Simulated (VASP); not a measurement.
Set up this calculation in VASP 6.6.1, as the native input.

```yaml
Task: single point
Functional: PBEsol
Potentials_or_basis: VASP PAW PBE potentials, release 64 (Ta_pv, N)
Cutoff: 520 eV
k_mesh: 15 × 15 × 8
Occupations: gaussian, width 0.15 eV
Spin: no spin polarisation
Dipole_correction: no
Further_INCAR_settings: ALGO = Fast; EDIFF = 1e-06; NBANDS = 20
```

The structure of Ta2N lies in POSCAR:

```
Ta2N
1.0
    3.0782595490     -0.1077390842      0.0000000000
   -1.6324345584      2.7197205109      0.0000000000
    0.0000000000      0.0000000000      4.4862576314
Ta N
2 1
Direct
    0.6666666667      0.3333333333      0.7463700642
    0.3333333333      0.6666666667      0.2536299358
    0.0000000000      0.0000000000      0.0000000000
```

This cell differs from its parent crystal: engineering shear strain xy -0.0700, normal strain along z -0.0700.

These files were run (other wordings do the same):

INCAR

```
SYSTEM = Ta2N
PREC     = Accurate       ! precision mode
ENCUT    = 520            ! plane-wave cutoff, eV
EDIFF    = 1E-6           ! SCF threshold, eV
ISMEAR   = 0              ! smearing method
SIGMA    = 0.15           ! smearing width, eV
LREAL    = .False.        ! projectors in reciprocal space
LASPH    = .True.         ! aspherical terms in the spheres
NELM     = 80             ! most SCF steps
ALGO     = Fast           ! electronic algorithm
ISIF     = 2              ! what is computed and relaxed
LWAVE    = .False.        ! write WAVECAR
LCHARG   = .False.        ! write CHGCAR
GGA      = PS             ! functional
NBANDS   = 20             ! bands
```

KPOINTS

```
Automatic mesh
0
Gamma
  15 15 8
  0 0 0
```

Potentials or basis: VASP PAW PBE potentials, release 64 (Ta_pv, N).

Command:

```console
$ cat potpaw_PBE.64/Ta_pv/POTCAR potpaw_PBE.64/N/POTCAR > POTCAR
$ mpirun -np 1 vasp_std > vasp.out
```

It gave:

```json
{
  "Pressure": "28.7 GPa",
  "Largest force": "0.132 eV/Å",
  "Band gap on the k mesh": "zero (an odd number of electrons rules out a gap without spin polarisation)"
}
```

Caveat: the cell differs from its parent crystal (engineering shear strain xy -0.0700, normal strain along z -0.0700); the stress differs along the axes, from 22 to 42 GPa; the PAW data sets were made with another functional, which shifts forces and pressure a little; spin-orbit coupling is left out, which moves the levels of the heavy elements.

Run time: 7.8 min on 1 thread of Oxide Virtual Turin-like Processor, on a shared host, peak memory 0.6 GiB.
